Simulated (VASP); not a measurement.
Here is a VASP 6.6.1 calculation.

INCAR

```
PREC = Accurate
ENCUT = 520
EDIFF = 1E-7
ISMEAR = 0
SIGMA = 0.15
LREAL = False
LASPH = True
NELM = 60
ALGO = Normal
ISIF = 2
LWAVE = False
LCHARG = False
GGA = PS
NBANDS = 13
```

Contents of KPOINTS:

```
Automatic mesh
0
Gamma
  20 20 20
```

The input POSCAR:

```
W
1.0
    0.0000000000      1.9691000000      2.0909000000
    1.9691000000      0.0000000000      2.0909000000
    1.9691000000      1.9691000000      0.0000000000
W
1
Direct
    0.0000000000      0.0000000000      0.0000000000
```

Potentials or basis: VASP PAW PBE potentials, release 64 (W_sv).

Command:

```console
$ cat potpaw_PBE.64/W_sv/POTCAR > POTCAR
$ mpirun -np 1 vasp_std > vasp.out
```

(1) What does it give for the pressure?

(2) What does it give for the band gap on the k mesh?

## Answers

(1) -3.8 GPa.

(2) zero (band 7 reaches 14.03 eV, above the bottom of band 8 at 10.11 eV).

Caveat: the cell differs from its parent crystal (strain -0.030 along x and y, +0.030 along z); the PAW data sets were made with another functional, which shifts forces and pressure a little; spin-orbit coupling is left out, which moves the levels of the heavy elements.
